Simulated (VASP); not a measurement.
Be3S5:

```
Be S
1.0
     3.50351   -0.01318   -0.01390
     0.07863    3.67281   -0.04682
     1.70298    1.40421   10.64229
Be S
3 5
Direct
  0.29068 0.31964 0.36751
  0.70531 0.72780 0.61064
  0.93014 0.02990 0.00571
  0.81585 0.51946 0.10442
  0.89211 0.21967 0.28791
  0.25879 0.78727 0.49171
  0.56311 0.97621 0.91666
  0.79401 0.17007 0.71545
```

- Program: VASP 6.6.1
- Task: relaxation of cell and atoms
- Functional: PBE
- Potentials or basis: VASP PAW PBE potentials, release 64 (Be, S)
- Cutoff: 600 eV
- k mesh: 4 × 4 × 2
- Occupations: gaussian, width 0.1 eV
- Spin: no spin polarisation

At the start: pressure 1.7 GPa; volume 17.16 Å³/atom.

Question: Where does the relaxation end?

Answer: Over 29 steps the energy falls by 200.4 meV/atom and the volume is 16.71 Å³/atom (-2.6 %); space group P1 (No. 1, to 0.1 Å) before and after.

The path:
| step | energy change (eV) | largest force (eV/Å) | pressure (GPa) | volume (Å³) |
| --- | --- | --- | --- | --- |
| 1 | 0.0000 | 5.7859 | 1.75 | 137.27 |
| 2 | -0.8904 | 1.8645 | -1.48 | 140.56 |
| 3 | -1.2936 | 0.7600 | -2.66 | 139.17 |
| 4 | -1.4411 | 0.5978 | 0.16 | 134.11 |
| 5 | -1.4531 | 0.6937 | 1.36 | 132.26 |
| 6 | -1.5324 | 0.3622 | 0.84 | 132.10 |
| 7 | -1.5339 | 0.4191 | 0.78 | 132.06 |
| 8 | -1.5733 | 0.2073 | -0.03 | 133.55 |
| 9 | -1.5743 | 0.1918 | -0.17 | 133.82 |
| 10 | -1.5838 | 0.1245 | 0.03 | 133.74 |
| 11 | -1.5864 | 0.1949 | 0.21 | 133.66 |
| 12 | -1.5908 | 0.1724 | -0.11 | 134.11 |
| 13 | -1.5909 | 0.1472 | -0.08 | 134.06 |
| 14 | -1.5951 | 0.0910 | -0.06 | 134.13 |
| 15 | -1.5959 | 0.1163 | -0.04 | 134.17 |
| 16 | -1.5982 | 0.0708 | 0.02 | 134.10 |
| 17 | -1.5987 | 0.1024 | 0.07 | 134.05 |
| 18 | -1.5997 | 0.0728 | -0.12 | 134.19 |
| 19 | -1.5998 | 0.0668 | -0.07 | 134.16 |
| 20 | -1.6007 | 0.0417 | -0.02 | 134.04 |
| 21 | -1.6009 | 0.0571 | 0.03 | 133.93 |
| 22 | -1.6017 | 0.0435 | 0.03 | 133.91 |
| 23 | -1.6020 | 0.0764 | 0.03 | 133.89 |
| 24 | -1.6024 | 0.0417 | -0.02 | 133.90 |
| 25 | -1.6027 | 0.0430 | -0.10 | 133.92 |
| 26 | -1.6030 | 0.0318 | -0.04 | 133.81 |
| 27 | -1.6031 | 0.0336 | 0.03 | 133.67 |
| 28 | -1.6031 | 0.0348 | 0.04 | 133.64 |
| 29 | -1.6033 | 0.0221 | 0.03 | 133.66 |

Final structure:
```yaml
crystal:
  lattice:
    - [3.54129, -0.00121, 0.00112]
    - [0.09304, 3.55328, 0.00126]
    - [1.77115, 1.50533, 10.62276]
  atoms:
    - { symbol: Be, position: [0.35227, 0.30633, 0.38470] }
    - { symbol: Be, position: [0.70798, 0.72476, 0.61430] }
    - { symbol: Be, position: [0.94187, 0.06420, 0.99975] }
    - { symbol: S, position: [0.81952, 0.51006, 0.10402] }
    - { symbol: S, position: [0.89851, 0.24847, 0.28280] }
    - { symbol: S, position: [0.26763, 0.75434, 0.49914] }
    - { symbol: S, position: [0.50586, 0.96970, 0.89980] }
    - { symbol: S, position: [0.75637, 0.17215, 0.71548] }
```

Caveat: the k points lie up to 0.45 Å⁻¹ apart in the final cell.
